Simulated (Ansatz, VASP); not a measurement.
## Two plane-wave programs on Al2GaN3

The input INCAR:

```
SYSTEM = Al2GaN3
  PREC = Accurate
  ENCUT = 520
  EDIFF = 1E-7
  ISMEAR = 0
  SIGMA = 0.02
  LREAL = .FALSE.
  LASPH = .TRUE.
  NELM = 80
  ALGO = Normal
  ISIF = 2
  LWAVE = .FALSE.
  LCHARG = .FALSE.
  GGA = PS
  NBANDS = 46
```

The input KPOINTS:

```
Automatic mesh
0
G
  8 8 4
  0 0 0
```

POSCAR

```
Al2GaN3
1.0
    5.6283449230     -1.5365200518      0.0008933543
    5.6283449230      1.5365200518      0.0008933543
   -1.8582887493      0.0000000000      7.0318421665
Al Ga N
4 2 6
Direct
    0.9443066704      0.9443066704      0.3891678736
    0.8890181921      0.8890181921      0.7764546213
    0.2234013176      0.2234013176      0.4444736756
    0.5539535173      0.5539535173      0.1131158250
    0.2769497360      0.2769497360      0.0577614495
    0.6095091132      0.6095091132      0.7218268967
    0.1474143092      0.1474143092      0.1850982166
    0.4815756155      0.4815756155      0.8526737272
    0.8184336225      0.8184336225      0.5149618092
    0.7644474375      0.7644474375      0.9015977150
    0.0954581129      0.0954581129      0.5645823960
    0.4308973558      0.4308973558      0.2430867844
```

Input for Ansatz:

```yaml
crystal:
  lattice:
    - [5.628344923, -1.5365200518, 0.0008933543]
    - [5.628344923, 1.5365200518, 0.0008933543]
    - [-1.8582887493, 0.0, 7.0318421665]
  atoms:
    - { symbol: Al, position: [0.9443066704, 0.9443066704, 0.3891678736] }
    - { symbol: Al, position: [0.8890181921, 0.8890181921, 0.7764546213] }
    - { symbol: Al, position: [0.2234013176, 0.2234013176, 0.4444736756] }
    - { symbol: Al, position: [0.5539535173, 0.5539535173, 0.113115825] }
    - { symbol: Ga, position: [0.276949736, 0.276949736, 0.0577614495] }
    - { symbol: Ga, position: [0.6095091132, 0.6095091132, 0.7218268967] }
    - { symbol: "N", position: [0.1474143092, 0.1474143092, 0.1850982166] }
    - { symbol: "N", position: [0.4815756155, 0.4815756155, 0.8526737272] }
    - { symbol: "N", position: [0.8184336225, 0.8184336225, 0.5149618092] }
    - { symbol: "N", position: [0.7644474375, 0.7644474375, 0.901597715] }
    - { symbol: "N", position: [0.0954581129, 0.0954581129, 0.564582396] }
    - { symbol: "N", position: [0.4308973558, 0.4308973558, 0.2430867844] }
basis:
  ecutwfc: 420
kpoints:
  mp_grid: { grid: [8, 8, 4] }
  band_path: { path: [VBM, CBM], npoints: 2 }
hamiltonian:
  xc: pbesol
scf:
  occupations: { method: gaussian, width: 0.02 }
output:
  forces: true
  stress: true
  eigenvalues: true
checkpoint:
  read: start.run
  write: ck
  compress: false
  write_wavefunctions: false
  write_every: 100000
```

Alike in both runs: task single point; functional PBEsol; k mesh 8 × 8 × 4; occupations gaussian, width 0.02 eV; no spin polarisation.

|  | VASP | Ansatz |
| --- | --- | --- |
| version | VASP 6.6.1 | Ansatz 0.2.0 |
| potentials or method | VASP PAW PBE potentials, release 64 (Al, Ga_d, N), cutoff 520 eV | scalar-relativistic, plane waves, PAW |
| valence electrons in the cell | 68 | 68 |

VASP gave:

```
gap on the k mesh at the Fermi level (eV)                     : 3.74
least direct gap on the mesh (eV)                             : 3.74
pressure (GPa)                                                : 13.5
traceless stress, the component that is largest in VASP (GPa) : -0.25
rms of the force components (eV/Å)                            : 0.008
```

Problem. Estimate Ansatz's values.

Solution. gap on the k mesh at the Fermi level (eV): 3.72; least direct gap on the mesh (eV): 3.72; pressure (GPa): 13.5; traceless stress, the component that is largest in VASP (GPa): -0.27; rms of the force components (eV/Å): 0.002.

VASP's potentials were made for PBE, not for PBEsol. Atom by atom the forces differ by 0.008 eV/Å (rms over components). With one functional, cell and mesh, what is left measures potentials, basis and numerics.
